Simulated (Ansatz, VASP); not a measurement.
# Two plane-wave programs on P

File INCAR:

```
SYSTEM = P
PREC     = Accurate       ! precision mode
ENCUT    = 520            ! plane-wave cutoff, eV
EDIFF    = 1E-6           ! SCF threshold, eV
ISMEAR   = 0              ! smearing method
SIGMA    = 0.05           ! smearing width, eV
LREAL    = .False.        ! projectors in reciprocal space
LASPH    = .True.         ! aspherical terms in the spheres
NELM     = 60             ! most SCF steps
ALGO     = Normal         ! electronic algorithm
ISIF     = 2              ! what is computed and relaxed
LWAVE    = .False.        ! write WAVECAR
LCHARG   = .True.         ! write CHGCAR
LDIPOL   = .True.       
IDIPOL   = 3            
DIPOL    = 0.5 0.5 0.400
GGA      = PE             ! functional
IVDW     = 12             ! dispersion correction
LELF     = .True.         ! ELF
LVHAR    = .True.       
LVACPOTAV= .True.       
NBANDS   = 30             ! bands
```

File KPOINTS:

```
regular mesh
0
Gamma
  8 6 1
  0 0 0
```

POSCAR

```
P
1.0
    3.2961869271      0.0000000000      0.0000000000
    0.0000000000      4.4391555608      0.0000000000
    0.0000000000      0.0000000000     21.7461973993
P
8
Direct
    0.5000000000      0.9174951521      0.2069327302
    0.0000000000      0.5825048479      0.2069327302
    0.5000000000      0.0825048479      0.3045635326
    0.0000000000      0.4174951521      0.3045635326
    0.7500000000      0.3325048479      0.4958613454
    0.2500000000     -0.0024854563      0.4958613454
    0.7500000000     -0.5024854563      0.5934921477
    0.2500000000     -0.1674951521      0.5934921477
```

Input for Ansatz:

```yaml
crystal:
  lattice:
    - [3.2961869271, 0.0, 0.0]
    - [0.0, 4.4391555608, 0.0]
    - [0.0, 0.0, 21.7461973993]
  atoms:
    - { symbol: P, position: [0.5, 0.9174951521, 0.2069327302] }
    - { symbol: P, position: [0.0, 0.5825048479, 0.2069327302] }
    - { symbol: P, position: [0.5, 0.0825048479, 0.3045635326] }
    - { symbol: P, position: [0.0, 0.4174951521, 0.3045635326] }
    - { symbol: P, position: [0.75, 0.3325048479, 0.4958613454] }
    - { symbol: P, position: [0.25, -0.0024854563, 0.4958613454] }
    - { symbol: P, position: [0.75, -0.5024854563, 0.5934921477] }
    - { symbol: P, position: [0.25, -0.1674951521, 0.5934921477] }
basis:
  ecutwfc: 420
kpoints:
  mp_grid: { grid: [8, 6, 1] }
hamiltonian:
  xc: pbe
  dispersion: d3bj
scf:
  occupations: { method: gaussian, width: 0.05 }
output:
  forces: true
  eigenvalues: true
efield:
  axis: 3
  dipole_correction: true
  ramp_width: 0.04
```

Alike in both runs: task single point; functional PBE; dispersion D3(BJ); k mesh 8 × 6 × 1; occupations gaussian, width 0.05 eV; no spin polarisation.

|  | VASP | Ansatz |
| --- | --- | --- |
| version | VASP 6.6.1 | Ansatz 0.2.0 |
| potentials or method | VASP PAW PBE potentials, release 64 (P), cutoff 520 eV | scalar-relativistic, plane waves, PAW |
| valence electrons in the cell | 40 | 40 |

Ansatz gave:

```
gap on the k mesh at the Fermi level (eV) : 0.37
least direct gap on the mesh (eV)         : 0.37
rms of the force components (eV/Å)        : 0.029
```

Question: What did VASP give for the same quantities?

Answer: gap on the k mesh at the Fermi level (eV): 0.39; least direct gap on the mesh (eV): 0.39; rms of the force components (eV/Å): 0.029.

Atom by atom the forces differ by 0.030 eV/Å (rms over components).
